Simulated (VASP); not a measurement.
# Ni (Fm-3m) in VASP: a series of runs

The runs below take Ni through single point, relaxation of cell and atoms, with PBEsol.

All numbers are computed with VASP 6.6.1; they aren't measurements. Logs are shortened: lines on timing, memory, paths and dates and some standing lists are left out, and cuts for length are marked.

## Step 1: The cell of the first run

Symmetry: Fm-3m, No. 225, cubic system. Conventional cell: a = 3.351 Å, b = 3.351 Å, c = 3.351 Å, α = 90.00°, β = 90.00°, γ = 90.00°. Ni (site symmetry m-3m) has 12 Ni at 2.37 Å within 3.1 Å.

## Step 2: Single point, PBEsol, collinear spin, ferromagnetic start

Input file INCAR:

```
  ALGO = Normal
  EDIFF = 1E-6
  ENCUT = 520
  GGA = PS
  ISIF = 2
  ISMEAR = -1
  ISPIN = 2
  LASPH = T
  LCHARG = F
  LMAXMIX = 4
  LORBIT = 11
  LREAL = F
  LWAVE = F
  MAGMOM = 1
  NBANDS = 15
  NELM = 150
  PREC = Accurate
  SIGMA = 0.05
```

Input file KPOINTS:

```
k-points
0
Gamma
  20 20 20
```

Input file POSCAR:

```
Ni
1.0
    0.0000000000      1.6755653281      1.6755653281
    1.6755653281      0.0000000000      1.6755653281
    1.6755653281      1.6755653281      0.0000000000
Ni
1
Direct
    0.0000000000      0.0000000000      0.0000000000
```

Potentials or basis: VASP PAW PBE potentials, release 64 (Ni).

Run with:

```bash
$ cat potpaw_PBE.64/Ni/POTCAR > POTCAR
$ mpirun -np 1 vasp_std > vasp.out
```

OUTCAR:

```text
EDIFF = 1E-6
   ENCUT = 520
   GGA = PS
   ISIF = 2
   ISMEAR = -1
   ISPIN = 2
   LASPH = T
   LORBIT = 11
   LREAL = F
   NELM = 150
   PREC = Accurate

 ion  position               nearest neighbor table
   1  0.000  0.000  0.000-

  LATTYP: Found a face centered cubic cell.
 ALAT       =     3.3511306562

  Lattice vectors:

 A1 = (   0.0000000000,   1.6755653281,   1.6755653281)
 A2 = (   1.6755653281,   0.0000000000,   1.6755653281)
 A3 = (   1.6755653281,   1.6755653281,   0.0000000000)

Analysis of symmetry for initial positions (statically):
=====================================================================
 Subroutine PRICEL returns:
 Original cell was already a primitive cell.

 Routine SETGRP: Setting up the symmetry group for a
 face centered cubic supercell.

 Subroutine GETGRP returns: Found 48 space group operations
 (whereof 48 operations were pure point group operations)
 out of a pool of 48 trial point group operations.

The static configuration has the point symmetry O_h .

Analysis of symmetry for dynamics (positions and initial velocities):
=====================================================================
 Subroutine PRICEL returns:
 Original cell was already a primitive cell.

 Routine SETGRP: Setting up the symmetry group for a
 face centered cubic supercell.

 Subroutine GETGRP returns: Found 48 space group operations
 (whereof 48 operations were pure point group operations)
 out of a pool of 48 trial point group operations.

The dynamic configuration has the point symmetry O_h .

Analysis of structural, dynamic, and magnetic symmetry:
=====================================================================
 Subroutine PRICEL returns:
 Original cell was already a primitive cell.

 Routine SETGRP: Setting up the symmetry group for a
 face centered cubic supercell.

 Subroutine GETGRP returns: Found 48 space group operations
 (whereof 48 operations were pure point group operations)
 out of a pool of 48 trial point group operations.

The overall configuration has the point symmetry O_h .

 Subroutine INISYM returns: Found 48 space group operations
 (whereof 48 operations are pure point group operations),
 and found     1 'primitive' translations

----------------------------------------------------------------------------------------

                                     Primitive cell

  volume of cell :       9.4084

  direct lattice vectors                    reciprocal lattice vectors
     0.000000000  1.675565328  1.675565328    -0.298406748  0.298406748  0.298406748
     1.675565328  0.000000000  1.675565328     0.298406748 -0.298406748  0.298406748
     1.675565328  1.675565328  0.000000000     0.298406748  0.298406748 -0.298406748

  length of vectors
[... 115 lines left out ...]
 NGX is ok and might be reduce to    18
   NGX =  9   NGY =  9   NGZ =  9

 number of electron      10.0000008 magnetization       0.6037778

 Free energy of the ion-electron system (eV)
  ---------------------------------------------------
  ext. energy  EPLUGINS =         0.00000000
  ---------------------------------------------------
  free energy    TOTEN  =        -6.06388914 eV

  energy without entropy =       -6.05144320  energy(sigma->0) =       -6.05766617

 E-fermi :  11.4041     XC(G=0): -14.3215

 val. band max:       11.4012844379   @ k =   0.4500   0.1500   0.0500
 cond. band min:      11.4088674487   @ k =   0.3500   0.2500   0.0500
 fundamental gap:      0.0075830108
 Fermi energy:        11.4040818283

 spin component 1

 k-point     1 :       0.0000    0.0000    0.0000
  band No.  band energies     occupation
      1       1.2828      1.00000
      2       8.5797      1.00000
      3       8.5797      1.00000
      4       8.5797      1.00000
      5      10.0138      1.00000
      6      10.0138      1.00000
      7      36.3183      0.00000
      8      41.3213      0.00000
      9      41.3213      0.00000
     10      41.3213      0.00000
     11      44.8651      0.00000
     12      44.8651      0.00000
     13      44.8651      0.00000
     14      47.4253      0.00000
[... 403 lines left out ...]
      4       8.8257      1.00000
      5      10.4498      1.00000
      6      10.8701      0.99998
      7      21.7644      0.00000
      8      34.6069      0.00000
      9      37.5866      0.00000
     10      40.0740      0.00000
     11      41.7854      0.00000
     12      43.7906      0.00000
     13      48.6799      0.00000
     14      55.8074      0.00000
     15      56.0099      0.00000

 [... further k-points ...]

 spin component 2

 k-point     1 :       0.0000    0.0000    0.0000
  band No.  band energies     occupation
      1       1.2854      1.00000
      2       9.2738      1.00000
      3       9.2738      1.00000
      4       9.2738      1.00000
      5      10.6079      1.00000
      6      10.6079      1.00000
      7      36.2317      0.00000
      8      41.3197      0.00000
      9      41.3197      0.00000
     10      41.3197      0.00000
     11      45.0018      0.00000
     12      45.0018      0.00000
     13      45.0018      0.00000
     14      47.3560      0.00000
[... 403 lines left out ...]
      4       9.3331      1.00000
      5      11.1496      0.99388
      6      11.5401      0.06179
      7      22.0376      0.00000
      8      34.5905      0.00000
      9      37.6520      0.00000
     10      40.1909      0.00000
     11      41.8624      0.00000
     12      43.8511      0.00000
     13      48.7956      0.00000
     14      56.1196      0.00000
     15      56.8678      0.00000

 [... further k-points ...]
[... 5 lines left out ...]
  --------------------------------------------------------------------------------------
  -------------------------------------------------------------------------------------
  Total        1.6719057      1.6719057      1.6719057      0.0000000      0.0000000     -0.0000000
  in kB      284.7136396    284.7136396    284.7136396      0.0000000      0.0000000     -0.0000000
  external PRESSURE =     284.7136396 kB  Pullay stress =       0.0000000 kB

 VOLUME and BASIS-vectors are now :
 -----------------------------------------------------------------------------
  energy-cutoff  :      520.00
  volume of cell :        9.41
      direct lattice vectors                 reciprocal lattice vectors
     0.000000000  1.675565328  1.675565328    -0.298406748  0.298406748  0.298406748
     1.675565328  0.000000000  1.675565328     0.298406748 -0.298406748  0.298406748
     1.675565328  1.675565328  0.000000000     0.298406748  0.298406748 -0.298406748

 POSITION                                       TOTAL-FORCE (eV/Angst)
 -----------------------------------------------------------------------------------
      0.00000      0.00000      0.00000         0.000000      0.000000      0.000000
 -----------------------------------------------------------------------------------
    total drift:                                0.000000      0.000000      0.000000

  FREE ENERGIE OF THE ION-ELECTRON SYSTEM (eV)
  ---------------------------------------------------
  free  energy   TOTEN  =        -6.0638891380 eV

  energy  without entropy=       -6.0514432049  energy(sigma->0) =       -6.05766617

 total charge

# of ion       s       p       d       tot
------------------------------------------
    1        0.570   0.649   8.397   9.616

 magnetization (x)

# of ion       s       p       d       tot
------------------------------------------
    1       -0.006  -0.024   0.631   0.601
```

OSZICAR:

```text
N       E                     dE             d eps       ncg     rms          rms(c)
DAV:   1     0.317528570409E+02    0.31753E+02   -0.41342E+03 16549   0.888E+02
DAV:   2    -0.592701653178E+01   -0.37680E+02   -0.35033E+02 17432   0.166E+02
DAV:   3    -0.722823803596E+01   -0.13012E+01   -0.12916E+01 18783   0.302E+01
DAV:   4    -0.723424987775E+01   -0.60118E-02   -0.60105E-02 19251   0.196E+00
DAV:   5    -0.723429383419E+01   -0.43956E-04   -0.43955E-04 19387   0.150E-01    0.124E+01
DAV:   6    -0.630520742898E+01    0.92909E+00   -0.12002E+01 21967   0.401E+01    0.501E+00
DAV:   7    -0.608883252734E+01    0.21637E+00   -0.15404E+00 19104   0.130E+01    0.245E+00
DAV:   8    -0.606645856666E+01    0.22374E-01   -0.24127E-02 22247   0.109E+00    0.972E-01
DAV:   9    -0.606433628646E+01    0.21223E-02   -0.12420E-03 25054   0.200E-01    0.276E-01
DAV:  10    -0.606392219947E+01    0.41409E-03   -0.21506E-04 25048   0.735E-02    0.605E-02
DAV:  11    -0.606388717591E+01    0.35024E-04   -0.44299E-05 22980   0.418E-02    0.289E-02
DAV:  12    -0.606388921865E+01   -0.20427E-05   -0.14004E-06 14706   0.940E-03    0.659E-03
DAV:  13    -0.606388913803E+01    0.80624E-07   -0.13335E-07 13777   0.381E-03
   1 F= -.60638891E+01 E0= -.60576662E+01  d E =-.124459E-01  mag=     0.6040
```

stdout:

```text
POSCAR found type information on POSCAR Ni
 POSCAR found :  1 types and       1 ions
 scaLAPACK will be used
 -----------------------------------------------------------------------------
|                                                                             |
|                                                                             |
|     You enforced a specific xc type in the INCAR file but a different       |
|     I HOPE YOU KNOW WHAT YOU ARE DOING!                                     |
|                                                                             |
 -----------------------------------------------------------------------------

 LDA part: xc-table for (Slater+PW92), standard interpolation
 POSCAR, INCAR and KPOINTS ok, starting setup
 FFT: planning ... GRIDC
 FFT: planning ... GRID_SOFT
 FFT: planning ... GRID
 WAVECAR not read
 entering main loop
```

Run time: 88 s. Hardware: 1 thread of Intel Xeon Platinum 8488C (Sapphire Rapids), shared host; peak memory 0.16 GiB.

Results:

| Property | Result |
| --- | --- |
| Free energy | -6.0639 eV |
| Pressure | 28.5 GPa |
| Net moment | 0.60 μB per cell |
| Site moments | Ni +0.60 μB |
| Valence electrons inside the program's atomic spheres | Ni 9.62 |

Caveat: the PAW data sets were made with another functional, which shifts forces and pressure a little.

## Step 3: Single point, PBEsol, collinear spin, ferromagnetic start

Input file INCAR:

```
SYSTEM = Ni
  PREC = Accurate
  ENCUT = 520
  EDIFF = 1E-7
  ISMEAR = -1
  SIGMA = 0.05
  LREAL = .FALSE.
  LASPH = .TRUE.
  NELM = 150
  ALGO = Normal
  ISIF = 2
  LWAVE = .FALSE.
  LCHARG = .FALSE.
  ISPIN = 2
  MAGMOM = 1
  LORBIT = 11
  LMAXMIX = 4
  GGA = PS
  NBANDS = 15
```

Input file KPOINTS:

```
Automatic mesh
0
G
  20 20 20
  0 0 0
```

Input file POSCAR:

```
Ni
1.0
    0.0000000000      1.6755342956      1.6755342956
    1.6755342956      0.0000000000      1.6755342956
    1.6755342956      1.6755342956      0.0000000000
Ni
1
Direct
    0.0000000000      0.0000000000      0.0000000000
```

Potentials or basis: VASP PAW PBE potentials, release 64 (Ni).

Run with:

```bash
$ cat potpaw_PBE.64/Ni/POTCAR > POTCAR
$ mpirun -np 1 vasp_std > vasp.out
```

Wall time 90 s (1 thread of Intel Xeon Platinum 8488C (Sapphire Rapids), shared host); peak memory 0.16 GiB.

It converged, with:

```
Free energy                                           : -6.0638 eV
Pressure                                              : 28.5 GPa
Net moment                                            : 0.60 μB per cell
Site moments                                          : Ni +0.60 μB
Valence electrons inside the program's atomic spheres : Ni 9.62
```

Levels at points of the mesh, in eV from the Fermi level:
Spin up:
```
           k point  band 2  band 3  band 4  band 5  band 6  band 7  band 8  band 9
(0.00, 0.00, 0.00)   -2.82   -2.82   -2.82   -1.39   -1.39   24.91   29.92   29.92
(0.50, 0.00, 0.00)   -2.83   -2.83   -0.62   -0.54   -0.54    6.77   23.34   27.24
(0.50, 0.50, 0.00)   -5.04   -0.50   -0.36   -0.36    2.50   10.57   16.18   16.18
```
Spin down:
```tsv
k point	band 1	band 2	band 3	band 4	band 5	band 6	band 7	band 8	band 9	band 10
(0.00, 0.00, 0.00)	-10.12	-2.13	-2.13	-2.13	-0.80	-0.80	24.83	29.92	29.92	29.92
(0.50, 0.00, 0.00)	-5.31	-2.24	-2.24	-0.63	0.18	0.18	7.19	23.25	27.34	27.34
(0.50, 0.50, 0.00)	-5.28	-4.48	0.12	0.45	0.45	2.50	10.85	16.22	16.22	21.85
```

Caveat: the PAW data sets were made with another functional, which shifts forces and pressure a little.

## Step 4: Relaxation of cell and atoms, PBEsol, collinear spin, ferromagnetic start, target pressure 29 GPa, at which the enthalpy is minimised

Input file INCAR:

```
ALGO     = Normal         # electronic algorithm
EDIFF    = 1E-6           # SCF threshold, eV
EDIFFG   = -0.005         # ionic threshold
ENCUT    = 600            # plane-wave cutoff, eV
GGA      = PS             # functional
IBRION   = 2              # ionic algorithm
ISIF     = 3              # what is computed and relaxed
ISMEAR   = -1             # smearing method
ISPIN    = 2              # spin polarisation
LASPH    = True           # aspherical terms in the spheres
LCHARG   = False          # write CHGCAR
LMAXMIX  = 4              # l up to which the mixer works
LORBIT   = 11             # projections on sites
LREAL    = False          # projectors in reciprocal space
LWAVE    = False          # write WAVECAR
MAGMOM   = 1              # initial moments
NELM     = 150            # most SCF steps
NSW      = 32             # ionic steps
PREC     = Accurate       # precision mode
PSTRESS  = 290.0        
SIGMA    = 0.05           # smearing width, eV
```

Input file KPOINTS:

```
k-points
0
Gamma
  20 20 20
```

Input file POSCAR:

```
Ni
1.0
    0.0000000000      1.6755653281      1.6755653281
    1.6755653281      0.0000000000      1.6755653281
    1.6755653281      1.6755653281      0.0000000000
Ni
1
Direct
    0.0000000000      0.0000000000      0.0000000000
```

Run with:

```bash
$ cat potpaw_PBE.64/Ni/POTCAR > POTCAR
$ mpirun -np 1 vasp_std > vasp.out
```

Wall time 48 s (1 thread of Intel Xeon 6975P-C (Granite Rapids), shared host); peak memory 0.17 GiB.

It converged, with:

```
Free energy                                            : -6.0608 eV
Relaxed volume                                         : 9.39 Å³/atom
Relaxed cell                                           : a = 2.368 Å, b = 2.368 Å, c = 2.368 Å, α = 60.00°, β = 60.00°, γ = 60.00°
Space group after relaxing (to 0.05 Å)                 : Fm-3m (No. 225)
Energy change on relaxing (the enthalpy is what falls) : +2.9 meV/atom
Ionic steps                                            : 3
Pressure after relaxing                                : 29.0 GPa
Net moment                                             : 0.60 μB per cell
Site moments                                           : Ni +0.60 μB
Valence electrons inside the program's atomic spheres  : Ni 9.62
```

Step by step:
```
step  energy change (eV)  largest force (eV/Å)  pressure (GPa)  volume (Å³)
   1              0.0000                0.0000           28.35         9.41
   2              0.0094                0.0000           30.41         9.36
   3              0.0029                0.0000           29.01         9.39
```

Final structure:
```xyz
1
Lattice="0.0000 1.6746 1.6746 1.6746 0.0000 1.6746 1.6746 1.6746 0.0000" Properties=species:S:1:pos:R:3 pbc="T T T"
Ni    0.0000    0.0000    0.0000
```

Levels at points of the mesh, in eV from the Fermi level:
Spin up:
| k point | band 1 | band 2 | band 3 | band 4 | band 5 | band 6 | band 7 | band 8 | band 9 | band 10 |
| --- | --- | --- | --- | --- | --- | --- | --- | --- | --- | --- |
| (0.00, 0.00, 0.00) | -10.13 | -2.83 | -2.83 | -2.83 | -1.39 | -1.39 | 24.93 | 29.95 | 29.95 | 29.95 |
| (0.50, 0.00, 0.00) | -5.73 | -2.84 | -2.84 | -0.62 | -0.54 | -0.54 | 6.79 | 23.35 | 27.27 | 27.27 |
| (0.50, 0.50, 0.00) | -5.64 | -5.05 | -0.50 | -0.35 | -0.35 | 2.50 | 10.59 | 16.19 | 16.19 | 21.66 |
Spin down:
| k point | band 1 | band 2 | band 3 | band 4 | band 5 | band 6 | band 7 | band 8 | band 9 | band 10 |
| --- | --- | --- | --- | --- | --- | --- | --- | --- | --- | --- |
| (0.00, 0.00, 0.00) | -10.13 | -2.14 | -2.14 | -2.14 | -0.80 | -0.80 | 24.84 | 29.94 | 29.94 | 29.94 |
| (0.50, 0.00, 0.00) | -5.32 | -2.25 | -2.25 | -0.63 | 0.18 | 0.18 | 7.21 | 23.27 | 27.37 | 27.37 |
| (0.50, 0.50, 0.00) | -5.30 | -4.49 | 0.12 | 0.45 | 0.45 | 2.51 | 10.87 | 16.23 | 16.23 | 21.88 |

Caveat: the cell is relaxed towards a set pressure, so the enthalpy falls and the energy may rise; the PAW data sets were made with another functional, which shifts forces and pressure a little.

## Step 5: Relaxation of cell and atoms, PBEsol, collinear spin, ferromagnetic start, target pressure 29 GPa, at which the enthalpy is minimised

Input file INCAR:

```
SYSTEM = Ni
ALGO = Normal
EDIFF = 1E-6
EDIFFG = -0.005
ENCUT = 600
GGA = PS
IBRION = 2
ISIF = 3
ISMEAR = -1
ISPIN = 2
LASPH = .True.
LCHARG = .False.
LMAXMIX = 4
LORBIT = 11
LREAL = .False.
LWAVE = .False.
MAGMOM = 1
NELM = 150
NSW = 60
PREC = Accurate
PSTRESS = 290.0
SIGMA = 0.05
```

Input file KPOINTS:

```
k-points
0
Gamma
  20 20 20
  0 0 0
```

Input file POSCAR:

```
Ni
1.0
    0.0000000000      1.6762490571      1.6762490571
    1.6762490571      0.0000000000      1.6762490571
    1.6762490571      1.6762490571      0.0000000000
Ni
1
Direct
    0.0000000000      0.0000000000      0.0000000000
```

Run with:

```bash
$ cat potpaw_PBE.64/Ni/POTCAR > POTCAR
$ mpirun -np 1 vasp_std > vasp.out
```

It took 50 s on 1 thread of Intel Xeon 6975P-C (Granite Rapids), shared host; peak memory 0.18 GiB.

It converged, with:

```yaml
Free_energy: -6.0609 eV
Relaxed_volume: 9.39 Å³/atom
Relaxed_cell: a = 2.368 Å, b = 2.368 Å, c = 2.368 Å, α = 60.00°, β = 60.00°, γ = 60.00°
Space_group_after_relaxing_to_0.05_Å: Fm-3m (No. 225)
Energy_change_on_relaxing_the_enthalpy_is_what_falls: +4.9 meV/atom
Ionic_steps: 3
Pressure_after_relaxing: 29.0 GPa
Net_moment: 0.60 μB per cell
Site_moments: Ni +0.60 μB
Valence_electrons_inside_the_program's_atomic_spheres: Ni 9.62
```

The path:
```csv
step,energy change (eV),largest force (eV/Å),pressure (GPa),volume (Å³)
1,0.0000,0.0000,27.92,9.42
2,0.0160,0.0000,31.26,9.33
3,0.0049,0.0000,29.03,9.39
```

Final structure:
```cif
data_structure
_symmetry_space_group_name_H-M 'P 1'
_symmetry_Int_Tables_number 1
_cell_length_a 2.3683
_cell_length_b 2.3683
_cell_length_c 2.3683
_cell_angle_alpha 60.000
_cell_angle_beta 60.000
_cell_angle_gamma 60.000
_cell_volume 9.39
loop_
_atom_site_label
_atom_site_type_symbol
_atom_site_fract_x
_atom_site_fract_y
_atom_site_fract_z
_atom_site_occupancy
Ni1 Ni 0.00000 0.00000 0.00000 1
```

Levels at points of the mesh, in eV from the Fermi level:
Spin up:
```csv
k point,band 3,band 4,band 5,band 6,band 7,band 8
"(0.00, 0.00, 0.00)",-2.83,-2.83,-1.39,-1.39,24.93,29.94
"(0.50, 0.00, 0.00)",-2.84,-0.62,-0.54,-0.54,6.79,23.35
"(0.50, 0.50, 0.00)",-0.50,-0.35,-0.35,2.50,10.59,16.19
```
Spin down:
```csv
k point,band 3,band 4,band 5,band 6,band 7,band 8
"(0.00, 0.00, 0.00)",-2.14,-2.14,-0.80,-0.80,24.84,29.94
"(0.50, 0.00, 0.00)",-2.25,-0.63,0.18,0.18,7.21,23.27
"(0.50, 0.50, 0.00)",0.12,0.45,0.45,2.51,10.87,16.23
```

Caveat: the cell is relaxed towards a set pressure, so the enthalpy falls and the energy may rise; the PAW data sets were made with another functional, which shifts forces and pressure a little.

## Step 6: The runs side by side

```csv
task,cell,cutoff (eV),gap on the mesh (eV),pressure (GPa),moment (μB)
single point,as given,520,none,28.5,0.60
relaxation of cell and atoms,relaxed to 29 GPa,600,none,29.0,0.60
relaxation of cell and atoms,relaxed to 29 GPa,600,none,29.0,0.60
```

Alike in all rows: level PBEsol; potentials or basis VASP PAW PBE potentials, release 64 (Ni); spin collinear, ferromagnetic start; k mesh 20 × 20 × 20; smearing fermi-dirac 0.05 eV.

Caveats: the PAW data sets were made with another functional, which shifts forces and pressure a little; the cell is relaxed towards a set pressure, so the enthalpy falls and the energy may rise (some runs).

Total energies depend on the potentials used, so only differences within one code and one set of settings carry meaning.
